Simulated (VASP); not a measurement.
# ZnGeP2 (I-42d) in VASP: single point with PBEsol

Aim: the single point of ZnGeP2 with PBEsol.

Program: VASP 6.6.1. These are calculated values, not measurements. Logs are shortened: lines on timing, memory, paths and dates and some standing lists are left out, and cuts for length are marked.

### Step 1. The cell of the first run

Symmetry: I-42d, No. 122, tetragonal system. Conventional cell: a = 5.460 Å, b = 5.460 Å, c = 10.760 Å, α = 90.00°, β = 90.00°, γ = 90.00°. Zn (site symmetry -4) has 4 P at 2.40 Å within 3.2 Å. Ge (site symmetry -4) has 4 P at 2.31 Å within 3.1 Å. Within 3.1 Å of P (site symmetry 2) lie 2 Ge at 2.31 Å and 2 Zn at 2.40 Å.

### Step 2. Single point, PBEsol

Contents of INCAR:

```
PREC     = Accurate       # precision mode
ENCUT    = 500            # plane-wave cutoff, eV
EDIFF    = 1E-6           # SCF threshold, eV
ISMEAR   = 0              # smearing method
SIGMA    = 0.1            # smearing width, eV
LREAL    = False          # projectors in reciprocal space
LASPH    = True           # aspherical terms in the spheres
NELM     = 120            # most SCF steps
ALGO     = Normal         # electronic algorithm
ISIF     = 2              # what is computed and relaxed
LWAVE    = False          # write WAVECAR
LCHARG   = True           # write CHGCAR
GGA      = PS             # functional
LELF     = True           # ELF
LVHAR    = True         
NBANDS   = 46             # bands
GGA_COMPAT= False
```

Contents of KPOINTS:

```
regular mesh
0
Gamma
  6 6 6
```

Contents of POSCAR:

```
ZnGeP2
1.0
   -2.7300000000      2.7300000000      5.3800000000
    2.7300000000     -2.7300000000      5.3800000000
    2.7300000000      2.7300000000     -5.3800000000
Zn Ge P
2 2 4
Direct
    0.0000000000      0.0000000000      0.0000000000
    0.7500000000      0.2500000000      0.5000000000
    0.5000000000      0.5000000000      0.0000000000
    0.2500000000      0.7500000000      0.5000000000
    0.3750000000      0.3890000000      0.5140000000
    0.6110000000      0.1250000000      0.9860000000
    0.8750000000      0.8610000000      0.4860000000
    0.1390000000      0.6250000000      0.0140000000
```

Potentials or basis: VASP PAW PBE potentials, release 64 (Zn, Ge_d, P).

Run with:

```
$ cat potpaw_PBE.64/Zn/POTCAR potpaw_PBE.64/Ge_d/POTCAR potpaw_PBE.64/P/POTCAR > POTCAR
$ mpirun -np 1 vasp_std > vasp.out
```

OUTCAR:

```text
PREC = Accurate
   ENCUT = 500
   EDIFF = 1E-6
   ISMEAR = 0
   LREAL = False
   LASPH = True
   NELM = 120
   ISIF = 2
   GGA = PS

 ion  position               nearest neighbor table
   1  0.000  0.000  0.000-   7 2.40   6 2.40   8 2.40   5 2.40
   2  0.750  0.250  0.500-   6 2.40   5 2.40   7 2.40   8 2.40
   3  0.500  0.500  0.000-   5 2.31   6 2.31   7 2.31   8 2.31
   4  0.250  0.750  0.500-   5 2.31   6 2.31   7 2.31   8 2.31
   5  0.375  0.389  0.514-   3 2.31   4 2.31   2 2.40   1 2.40
   6  0.611  0.125  0.986-   3 2.31   4 2.31   2 2.40   1 2.40
   7  0.875  0.861  0.486-   3 2.31   4 2.31   1 2.40   2 2.40
   8  0.139  0.625  0.014-   3 2.31   4 2.31   1 2.40   2 2.40

  LATTYP: Found a body centered tetragonal cell.
 ALAT       =     5.4600000000
 C/A-ratio  =     1.9706959707

  Lattice vectors:

 A1 = (  -2.7300000000,   2.7300000000,   5.3800000000)
 A2 = (   2.7300000000,  -2.7300000000,   5.3800000000)
 A3 = (   2.7300000000,   2.7300000000,  -5.3800000000)

Analysis of symmetry for initial positions (statically):
=====================================================================
 Subroutine PRICEL returns:
 Original cell was already a primitive cell.

 Routine SETGRP: Setting up the symmetry group for a
 body centered tetragonal supercell.

 Subroutine GETGRP returns: Found  8 space group operations
 (whereof  4 operations were pure point group operations)
 out of a pool of 16 trial point group operations.

The static configuration has the point symmetry S_4 .
 The point group associated with its full space group is D_2d.

Analysis of symmetry for dynamics (positions and initial velocities):
=====================================================================
 Subroutine PRICEL returns:
 Original cell was already a primitive cell.

 Routine SETGRP: Setting up the symmetry group for a
 body centered tetragonal supercell.

 Subroutine GETGRP returns: Found  8 space group operations
 (whereof  4 operations were pure point group operations)
 out of a pool of 16 trial point group operations.

The dynamic configuration has the point symmetry S_4 .
 The point group associated with its full space group is D_2d.

 Subroutine INISYM returns: Found  8 space group operations
 (whereof  4 operations are pure point group operations),
 and found     1 'primitive' translations

----------------------------------------------------------------------------------------

                                     Primitive cell

  volume of cell :     160.3864

  direct lattice vectors                    reciprocal lattice vectors
    -2.730000000  2.730000000  5.380000000     0.000000000  0.183150183  0.092936803
     2.730000000 -2.730000000  5.380000000     0.183150183  0.000000000  0.092936803
     2.730000000  2.730000000 -5.380000000     0.183150183  0.183150183  0.000000000

  length of vectors
     6.621948354  6.621948354  6.621948354     0.205380717  0.205380717  0.259013473

  position of ions in fractional coordinates (direct lattice)
     0.000000000  0.000000000  0.000000000
     0.750000000  0.250000000  0.500000000
     0.500000000  0.500000000  0.000000000
     0.250000000  0.750000000  0.500000000
     0.375000000  0.389000000  0.514000000
     0.611000000  0.125000000  0.986000000
     0.875000000  0.861000000  0.486000000
     0.139000000  0.625000000  0.014000000

  ion indices of the primitive-cell ions
   primitive index   ion index
                 1           1
                 2           2
                 3           3
                 4           4
                 5           5
                 6           6
                 7           7
                 8           8

----------------------------------------------------------------------------------------

 KPOINTS: regular mesh

Automatic generation of k-mesh.
 Grid dimensions read from file:
 generate k-points for:    6    6    6

 Generating k-lattice:

  Cartesian coordinates                     Fractional coordinates (reciprocal lattice)
     0.000000000  0.030525031  0.015489467     0.166666667 -0.000000000  0.000000000
     0.030525031  0.000000000  0.015489467    -0.000000000  0.166666667  0.000000000
     0.030525031  0.030525031  0.000000000     0.000000000  0.000000000  0.166666667

  Length of vectors
     0.034230120  0.034230120  0.043168912

  Shift w.r.t. Gamma in fractional coordinates (k-lattice)
     0.000000000  0.000000000  0.000000000

 Subroutine IBZKPT returns following result:
 ===========================================

 Found     30 irreducible k-points:

 Following reciprocal coordinates:
            Coordinates               Weight
  0.000000  0.000000  0.000000      1.000000
  0.166667  0.000000 -0.000000      8.000000
  0.333333  0.000000 -0.000000      8.000000
  0.500000  0.000000  0.000000      4.000000
  0.166667  0.166667 -0.000000      8.000000
  0.333333  0.166667 -0.000000     16.000000
[... 16 lines left out ...]
 -0.333333 -0.333333  0.166667      8.000000
 -0.166667 -0.333333  0.166667      8.000000
 [... further k-points ...]
   k-points           NKPTS =     30   k-points in BZ     NKDIM =     30   number of bands    NBANDS=     46
   number of dos      NEDOS =    301   number of ions     NIONS =      8
   total plane-waves  NPLWV = 110592
   dimension x,y,z NGX =    48 NGY =   48 NGZ =   48
   dimension x,y,z NGXF=    96 NGYF=   96 NGZF=   96
   ions per type =               2   2   4
   NGX,Y,Z   is equivalent  to a cutoff of  12.05, 12.05, 12.05 a.u.
   NGXF,Y,Z  is equivalent  to a cutoff of  24.10, 24.10, 24.10 a.u.
 SYSTEM =  unknown system
   PREC   = accura    normal or accurate (medium, high low for compatibility)
   ISTART =      0    job   : 0-new  1-cont  2-samecut
   ICHARG =      2    charge: 1-file 2-atom 10-const
   ISPIN  =      1    spin polarized calculation?
   LNONCOLLINEAR =      F non collinear calculations
   LSORBIT =      F    spin-orbit coupling
   LASPH  =      T    aspherical Exc in radial PAW
   ENCUT  =  500.0 eV  36.75 Ry    6.06 a.u.  12.07 12.07 12.07*2*pi/ulx,y,z
   NELM   =    120;   NELMIN=  2; NELMDL= -5     # of ELM steps
   EDIFF  = 0.1E-05   stopping-criterion for ELM
   LREAL  =      F    real-space projection
   EDIFFG = 0.1E-04   stopping-criterion for IOM
   NSW    =      0    number of steps for IOM
   IBRION =     -1    ionic relax: 0-MD 1-quasi-New 2-CG
   NFREE  =      0    steps in history (QN), initial steepest desc. (CG)
   ISIF   =      2    stress and relaxation
   ISYM   =      2    0-nonsym 1-usesym 2-fastsym
   POTIM  = 0.5000    time-step for ionic-motion
   TEBEG  =    0.0;   TEEND  =   0.0 temperature during run
   PSTRESS=    0.0 pullay stress
   NELECT =      72.0000    total number of electrons
   NUPDOWN=      -1.0000    fix difference up-down
   EMIN   =  10.00;   EMAX   =-10.00  energy-range for DOS
   EFERMI =   0.00;   METHOD = LEGACY
   ISMEAR =     0;   SIGMA  =   0.10  broadening in eV -4-tet -1-fermi 0-gaus
   EFERMI_NEDOS =   21; number of points for ismear=-14 and -15
   IALGO  =     38    algorithm
   IMIX   =      4    mixing-type and parameters
     AMIX     =   0.40;   BMIX     =  1.00
     AMIX_MAG =   1.60;   BMIX_MAG =  1.00
  volume/ion in A,a.u.               =      20.05       135.29
  Fermi-wavevector in a.u.,A,eV,Ry     =   1.253516  2.368801 21.378859  1.571302
  Thomas-Fermi vector in A             =   2.387365
   LORBIT       =      0    0 simple, 1 ext, 2 COOP (PROOUT), +10 PAW based schemes
   GGA     = PS    functional components
   LHFCALC =     F    Hartree Fock is set to
   AEXX    =    0.0000 exact exchange contribution
   IVDW    =     0    specifies the selected vdW correction
   LEPSILON=     F    determine dielectric tensor
   LRPA    =     F    only Hartree local field effects (RPA)
 non-spin polarized calculation
 Gauss-broadening in eV      SIGMA  =   0.10
  energy-cutoff  :      500.00
  volume of cell :      160.39
 maximum number of plane-waves:      4102
   NGX = 25   NGY = 25   NGZ = 25

 number of electron      71.9999965 magnetization

 Free energy of the ion-electron system (eV)
  ---------------------------------------------------
  ext. energy  EPLUGINS =         0.00000000
  ---------------------------------------------------
  free energy    TOTEN  =       -37.65917944 eV

  energy without entropy =      -37.65917944  energy(sigma->0) =      -37.65917944

 E-fermi :   4.5467     XC(G=0): -10.0171

 val. band max:        4.1403257215   @ k =   0.0000   0.0000   0.0000
 cond. band min:       5.4610376550   @ k =   0.5000   0.5000  -0.0000
 fundamental gap:      1.3207119334
 Fermi energy:         4.5467244267

 k-point     1 :       0.0000    0.0000    0.0000
  band No.  band energies     occupation
      1     -20.5944      2.00000
      2     -20.5924      2.00000
      3     -20.5924      2.00000
      4     -20.5879      2.00000
      5     -20.5811      2.00000
      6     -20.5811      2.00000
[... 38 lines left out ...]
     45       8.8693      0.00000
     46       9.0422      0.00000

 k-point     2 :       0.1667    0.0000   -0.0000
  band No.  band energies     occupation
      1     -20.5943      2.00000
      2     -20.5926      2.00000
      3     -20.5921      2.00000
      4     -20.5880      2.00000
      5     -20.5818      2.00000
      6     -20.5808      2.00000
[... 38 lines left out ...]
     45       8.9275      0.00000
     46       9.5802      0.00000

 k-point     3 :       0.3333    0.0000   -0.0000
  band No.  band energies     occupation
      1     -20.5941      2.00000
      2     -20.5930      2.00000
      3     -20.5913      2.00000
      4     -20.5875      2.00000
      5     -20.5837      2.00000
      6     -20.5803      2.00000
[... 1018 lines left out ...]
     45       9.1264      0.00000
     46       9.7762      0.00000

 k-point    24 :      -0.1667   -0.3333    0.1667
  band No.  band energies     occupation
      1     -20.5937      2.00000
      2     -20.5935      2.00000
      3     -20.5927      2.00000
      4     -20.5887      2.00000
      5     -20.5810      2.00000
      6     -20.5801      2.00000
[... 38 lines left out ...]
     45       8.6510      0.00000
     46       9.2099      0.00000

 [... further k-points ...]

------------------------ aborting loop because EDIFF is reached ----------------------------------------

  FORCE on cell =-STRESS in cart. coord.  units (eV):
  Direction    XX          YY          ZZ          XY          YZ          ZX
  --------------------------------------------------------------------------------------
  -------------------------------------------------------------------------------------
  Total       -0.6960749     -0.6960749     -1.1135699      0.0000000     -0.0000000      0.0000000
  in kB       -6.9534281     -6.9534281    -11.1239877      0.0000000     -0.0000000      0.0000000
  external PRESSURE =      -8.3436147 kB  Pullay stress =       0.0000000 kB

 VOLUME and BASIS-vectors are now :
 -----------------------------------------------------------------------------
  energy-cutoff  :      500.00
  volume of cell :      160.39
      direct lattice vectors                 reciprocal lattice vectors
    -2.730000000  2.730000000  5.380000000     0.000000000  0.183150183  0.092936803
     2.730000000 -2.730000000  5.380000000     0.183150183  0.000000000  0.092936803
     2.730000000  2.730000000 -5.380000000     0.183150183  0.183150183  0.000000000

 POSITION                                       TOTAL-FORCE (eV/Angst)
 -----------------------------------------------------------------------------------
      0.00000      0.00000      0.00000         0.000000     -0.000000     -0.000000
      0.00000      2.73000      2.69000         0.000000     -0.000000     -0.000000
      0.00000      0.00000      5.38000         0.000000     -0.000000      0.000000
      2.73000      0.00000      2.69000         0.000000     -0.000000     -0.000000
      1.44144      1.36500      1.34500        -0.702648     -0.000000     -0.000000
      1.36500      4.01856     -1.34500         0.000000      0.702648      0.000000
      1.28856      1.36500      6.72500         0.702648     -0.000000      0.000000
      1.36500     -1.28856      4.03500         0.000000     -0.702648     -0.000000
 -----------------------------------------------------------------------------------
    total drift:                                0.000004      0.000004      0.000001

  FREE ENERGIE OF THE ION-ELECTRON SYSTEM (eV)
  ---------------------------------------------------
  free  energy   TOTEN  =       -37.6591794389 eV

  energy  without entropy=      -37.6591794389  energy(sigma->0) =      -37.65917944
```

It took 2.7 min on 1 thread of Intel Xeon Platinum 8488C (Sapphire Rapids), shared host; peak memory 0.43 GiB.

What came out:

```
Free energy            : -37.6592 eV
Pressure               : -0.8 GPa
Largest force          : 0.703 eV/Å
Band gap on the k mesh : 1.32 eV (least direct gap 1.39 eV)
```

Forces in eV/Å, atoms in the order of the input:
```
Zn   0.000  0.000  0.000
Zn   0.000  0.000  0.000
Ge   0.000  0.000  0.000
Ge   0.000  0.000  0.000
P   -0.703  0.000  0.000
P    0.000  0.703  0.000
P    0.703  0.000  0.000
P    0.000 -0.703  0.000
```

Caveat: the PAW data sets were made with another functional, which shifts forces and pressure a little. A k mesh can miss the band edges.
